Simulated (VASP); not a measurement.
## Te2Mo: single point with PBE

System: Te2Mo, a slab with vacuum.

```
Te Mo
1.0
     6.44532    0.00000    0.00000
     0.00000    3.52620    0.00000
    -0.08687    0.00000   36.65194
Te Mo
4 2
Cartesian
  2.7197 2.6447 19.8178
  3.6388 0.8816 16.8341
  5.8868 0.8816 20.3978
  0.4716 2.6447 16.2541
  1.1256 0.8816 18.2331
  5.2328 2.6447 18.4189
```

- Program: VASP 6.6.1
- Task: single point
- Functional: PBE
- Potentials or basis: VASP PAW PBE potentials, release 64 (Te, Mo_sv)
- Cutoff: 520 eV
- k mesh: 4 × 8 × 1
- Occupations: fermi-dirac, width 0.05 eV
- Spin: no spin polarisation

- Largest force: 0.343 eV/Å
- Band gap on the k mesh: zero (bands 26 and 27 overlap by 0.14 eV)

Forces in eV/Å, atoms in the order of the input:
```
Te   0.005  0.000 -0.268
Te  -0.005  0.000  0.268
Te   0.001  0.000 -0.343
Te  -0.001  0.000  0.343
Mo  -0.061  0.000 -0.027
Mo   0.061  0.000  0.027
```

Levels at points of the mesh, in eV from the Fermi level:
| k point | band 24 | band 25 | band 26 | band 27 | band 28 | band 29 |
| --- | --- | --- | --- | --- | --- | --- |
| (0.00, 0.00, 0.00) | -0.57 | -0.28 | 0.15 | 0.63 | 1.00 | 1.64 |
| (0.50, 0.00, 0.00) | -0.77 | -0.72 | -0.63 | 0.13 | 0.99 | 1.42 |
| (0.00, 0.50, 0.00) | -1.54 | -1.33 | -1.33 | 1.13 | 1.13 | 1.39 |
| (0.50, 0.50, 0.00) | -1.65 | -0.81 | -0.81 | 1.04 | 1.04 | 1.83 |

Wall time 7.2 min on 1 thread of AMD EPYC 9R45 96-Core Processor (Zen 5) (shared host), peak memory 0.9 GiB.

Caveat: there is no dipole correction, which matters where the two faces differ; spin-orbit coupling is left out, which moves the levels of the heavy elements.
